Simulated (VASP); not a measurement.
# AgBr (Fm-3m) in VASP: vibrations by perturbation theory with LDA

Aim: the vibrations by perturbation theory of AgBr with LDA.

All numbers are computed with VASP 6.6.1; they aren't measurements. Logs are shortened: lines on timing, memory, paths and dates and some standing lists are left out, and cuts for length are marked.

## (1) The cell of the first run

Symmetry: Fm-3m, No. 225, cubic system. The conventional cell has a = 4.998 Å, b = 4.998 Å, c = 4.998 Å, α = 90.00°, β = 90.00°, γ = 90.00°. Ag (site symmetry m-3m) has 6 Br at 2.50 Å within 3.3 Å. Br (site symmetry m-3m) has 6 Ag at 2.50 Å within 3.3 Å.

## (2) Vibrations by perturbation theory, LDA

Input file INCAR:

```
SYSTEM = AgBr
ALGO = Normal
EDIFF = 1E-8
ENCUT = 500
GGA_COMPAT = .FALSE.
IBRION = 8
ISIF = 2
ISMEAR = 0
LASPH = .TRUE.
LCHARG = .TRUE.
LREAL = .FALSE.
LWAVE = .FALSE.
NBANDS = 16
NELM = 120
NSW = 1
PREC = Accurate
SIGMA = 0.01
```

Input file KPOINTS:

```
k-points
0
G
  12 12 12
  0 0 0
```

Input file POSCAR:

```
AgBr
1.0
    0.0000000000      2.4991610421      2.4991610421
    2.4991610421      0.0000000000      2.4991610421
    2.4991610421      2.4991610421      0.0000000000
Ag Br
1 1
Direct
    0.5000000000      0.5000000000      0.5000000000
    0.0000000000      0.0000000000      0.0000000000
```

Potentials or basis: VASP PAW LDA potentials, release 64 (Ag, Br).

The run is started by

```
> cat potpaw_LDA.64/Ag/POTCAR potpaw_LDA.64/Br/POTCAR > POTCAR
> mpirun -np 1 vasp_std > vasp.out
```

OUTCAR:

```text
SYSTEM = AgBr
   EDIFF = 1E-8
   ENCUT = 500
   IBRION = 8
   ISIF = 2
   ISMEAR = 0
   LASPH = .TRUE.
   LREAL = .FALSE.
   NELM = 120
   NSW = 1
   PREC = Accurate

 ion  position               nearest neighbor table
   1  0.500  0.500  0.500-   2 2.50   2 2.50   2 2.50   2 2.50   2 2.50   2 2.50
   2  0.000  0.000  0.000-   1 2.50   1 2.50   1 2.50   1 2.50   1 2.50   1 2.50

  LATTYP: Found a face centered cubic cell.
 ALAT       =     4.9983220842

  Lattice vectors:

 A1 = (   0.0000000000,   2.4991610421,   2.4991610421)
 A2 = (   2.4991610421,   0.0000000000,   2.4991610421)
 A3 = (   2.4991610421,   2.4991610421,   0.0000000000)

Analysis of symmetry for initial positions (statically):
=====================================================================
 Subroutine PRICEL returns:
 Original cell was already a primitive cell.

 Routine SETGRP: Setting up the symmetry group for a
 face centered cubic supercell.

 Subroutine GETGRP returns: Found 48 space group operations
 (whereof 48 operations were pure point group operations)
 out of a pool of 48 trial point group operations.

The static configuration has the point symmetry O_h .

Analysis of symmetry for dynamics (positions and initial velocities):
=====================================================================
 Subroutine PRICEL returns:
 Original cell was already a primitive cell.

 Routine SETGRP: Setting up the symmetry group for a
 face centered cubic supercell.

 Subroutine GETGRP returns: Found 48 space group operations
 (whereof 48 operations were pure point group operations)
 out of a pool of 48 trial point group operations.

The dynamic configuration has the point symmetry O_h .

 Subroutine INISYM returns: Found 48 space group operations
 (whereof 48 operations are pure point group operations),
 and found     1 'primitive' translations

----------------------------------------------------------------------------------------

                                     Primitive cell

  volume of cell :      31.2185

  direct lattice vectors                    reciprocal lattice vectors
     0.000000000  2.499161042  2.499161042    -0.200067139  0.200067139  0.200067139
     2.499161042  0.000000000  2.499161042     0.200067139 -0.200067139  0.200067139
     2.499161042  2.499161042  0.000000000     0.200067139  0.200067139 -0.200067139

  length of vectors
     3.534347440  3.534347440  3.534347440     0.346526450  0.346526450  0.346526450

  position of ions in fractional coordinates (direct lattice)
     0.500000000  0.500000000  0.500000000
     0.000000000  0.000000000  0.000000000

  ion indices of the primitive-cell ions
   primitive index   ion index
                 1           1
                 2           2

----------------------------------------------------------------------------------------

 KPOINTS: k-points

Automatic generation of k-mesh.
 Grid dimensions read from file:
 generate k-points for:   12   12   12

 Generating k-lattice:

  Cartesian coordinates                     Fractional coordinates (reciprocal lattice)
    -0.016672262  0.016672262  0.016672262     0.083333333  0.000000000  0.000000000
     0.016672262 -0.016672262  0.016672262     0.000000000  0.083333333  0.000000000
     0.016672262  0.016672262 -0.016672262     0.000000000  0.000000000  0.083333333

  Length of vectors
     0.028877204  0.028877204  0.028877204

  Shift w.r.t. Gamma in fractional coordinates (k-lattice)
[... 75 lines left out ...]
  Thomas-Fermi vector in A             =   2.489056
   LORBIT       =      0    0 simple, 1 ext, 2 COOP (PROOUT), +10 PAW based schemes
   GGA     = CA    functional components
   LHFCALC =     F    Hartree Fock is set to
   AEXX    =    0.0000 exact exchange contribution
   IVDW    =     0    specifies the selected vdW correction
   LEPSILON=     F    determine dielectric tensor
   LRPA    =     F    only Hartree local field effects (RPA)
 non-spin polarized calculation
 Gauss-broadening in eV      SIGMA  =   0.01
  energy-cutoff  :      500.00
  volume of cell :       31.22
 maximum number of plane-waves:       821
 NGX is ok and might be reduce to    28
   NGX = 13   NGY = 13   NGZ = 13

--------------------------------------- Ionic step        1  -------------------------------------------

 number of electron      18.0000000 magnetization

 Free energy of the ion-electron system (eV)
  ---------------------------------------------------
  ext. energy  EPLUGINS =         0.00000000
  ---------------------------------------------------
  free energy    TOTEN  =        -5.02371411 eV

  energy without entropy =       -5.02371411  energy(sigma->0) =       -5.02371411

 E-fermi :  10.1470     XC(G=0): -12.4289

 val. band max:       10.1035185520   @ k =   0.5000   0.0000   0.0000
 cond. band min:      10.3518900661   @ k =   0.5000   0.5000   0.0000
 fundamental gap:      0.2483715141
 Fermi energy:        10.1469986773

 k-point     1 :       0.0000    0.0000    0.0000
  band No.  band energies     occupation
      1      -8.7053      2.00000
      2       4.4649      2.00000
      3       4.4649      2.00000
      4       4.4649      2.00000
      5       4.5170      2.00000
      6       4.5170      2.00000
[... 433 lines left out ...]
      3       2.3250      2.00000
      4       2.3755      2.00000
      5       5.2409      2.00000
      6       5.2724      2.00000
[... 8 lines left out ...]
     15      23.7381      0.00000
     16      24.6909      0.00000

 [... further k-points ...]

------------------------ aborting loop because EDIFF is reached ----------------------------------------

  FORCE on cell =-STRESS in cart. coord.  units (eV):
  Direction    XX          YY          ZZ          XY          YZ          ZX
  --------------------------------------------------------------------------------------
  -------------------------------------------------------------------------------------
  Total        9.8347959      9.8347959      9.8347959      0.0000000     -0.0000000     -0.0000000
  in kB      504.7347577    504.7347577    504.7347577      0.0000000     -0.0000000     -0.0000000
  external PRESSURE =     504.7347577 kB  Pullay stress =       0.0000000 kB

 VOLUME and BASIS-vectors are now :
 -----------------------------------------------------------------------------
  energy-cutoff  :      500.00
  volume of cell :       31.22
      direct lattice vectors                 reciprocal lattice vectors
     0.000000000  2.499161042  2.499161042    -0.200067139  0.200067139  0.200067139
     2.499161042  0.000000000  2.499161042     0.200067139 -0.200067139  0.200067139
     2.499161042  2.499161042  0.000000000     0.200067139  0.200067139 -0.200067139

 POSITION                                       TOTAL-FORCE (eV/Angst)
 -----------------------------------------------------------------------------------
      2.49916      2.49916      2.49916        -0.000000     -0.000000     -0.000000
      0.00000      0.00000      0.00000         0.000000      0.000000      0.000000
 -----------------------------------------------------------------------------------
    total drift:                                0.000000      0.000000      0.000000

  FREE ENERGIE OF THE ION-ELECTRON SYSTEM (eV)
  ---------------------------------------------------
  free  energy   TOTEN  =        -5.0237141082 eV

  energy  without entropy=       -5.0237141082  energy(sigma->0) =       -5.02371411

[... ionic steps 2 to 3 ...]

--------------------------------------- Ionic step        4  -------------------------------------------

------------------------ aborting loop because EDIFF is reached ----------------------------------------

[... ionic steps 5 to 6 ...]

--------------------------------------- Ionic step        7  -------------------------------------------

 Free energy of the ion-electron system (eV)
  ---------------------------------------------------
  ---------------------------------------------------
  free energy    TOTEN  =        -0.12928153 eV

  energy without entropy =       -0.12928153

------------------------ aborting loop because EDIFF is reached ----------------------------------------

 INTERNAL STRAIN TENSOR  FOR ION    2  DIRECTION 1   (eV/Angst):
 -----------------------------------------------------------------------------
     0.00708 -0.00000  0.00000
    -0.00000  0.02125  0.00000
     0.00000  0.00000  0.02125

 INTERNAL STRAIN TENSOR FOR ION    2 for displacements in x,y,z  (eV/Angst):
          X           Y           Z          XY          YZ          ZX
  --------------------------------------------------------------------------------
  x     0.00000     0.00000     0.00000     0.00000     0.00000     0.00000
  y     0.00000     0.00000     0.00000     0.00000     0.00000     0.00000
  z     0.00000     0.00000     0.00000     0.00000     0.00000     0.00000

 SECOND DERIVATIVES (NOT SYMMETRIZED)
 ------------------------------------
               1X          1Y          1Z          2X          2Y          2Z
  1X    -8.354482    0.000000    0.000000    8.354482    0.000000    0.000000
  1Y     0.000000   -8.354482    0.000000    0.000000    8.354482    0.000000
  1Z     0.000000    0.000000   -8.354482    0.000000    0.000000    8.354482
  2X     8.365516    0.000000    0.000000   -8.365516    0.000000    0.000000
  2Y     0.000000    8.365516    0.000000    0.000000   -8.365516    0.000000
  2Z     0.000000    0.000000    8.365516    0.000000    0.000000   -8.365516

 Eigenvectors and eigenvalues of the dynamical matrix
 ----------------------------------------------------

   1 f  =    6.672062 THz    41.921799 2PiTHz  222.556017 cm-1    27.593417 meV
             X         Y         Z           dx          dy          dz
      2.499161  2.499161  2.499161     0.000000    0.652085    0.000000
      0.000000  0.000000  0.000000     0.000000   -0.758146    0.000000
[... 21 lines left out ...]
   6 f/i=    0.002177 THz     0.013676 2PiTHz    0.072605 cm-1     0.009002 meV
             X         Y         Z           dx          dy          dz
      2.499161  2.499161  2.499161     0.000000    0.000000    0.758146
      0.000000  0.000000  0.000000     0.000000    0.000000    0.652085

--------------------------------------------------------------------------------------------------------

 ELASTIC MODULI CONTR FROM IONIC RELAXATION (kBar)
 Direction    XX          YY          ZZ          XY          YZ          ZX
 --------------------------------------------------------------------------------
 XX           0.0000      0.0000      0.0000      0.0000      0.0000      0.0000
 YY           0.0000      0.0000      0.0000      0.0000      0.0000      0.0000
 ZZ           0.0000      0.0000      0.0000      0.0000      0.0000      0.0000
 XY           0.0000      0.0000      0.0000      0.0000      0.0000      0.0000
 YZ           0.0000      0.0000      0.0000      0.0000      0.0000      0.0000
 ZX           0.0000      0.0000      0.0000      0.0000      0.0000      0.0000
 --------------------------------------------------------------------------------
```

It took 1.7 min on 1 thread of Intel Xeon 6975P-C (Granite Rapids), shared host; peak memory 0.31 GiB.

What came out:

```
Highest phonon frequency at Γ, LO-TO splitting left out : 223 cm⁻¹
```

Phonon frequencies in cm⁻¹ (negative: imaginary):
```csv
q point,frequencies
"(0.000, 0.000, 0.000)",0 0 0 223 223 223
```

Caveat: the cell stands under pressure or tension, which shifts response properties.
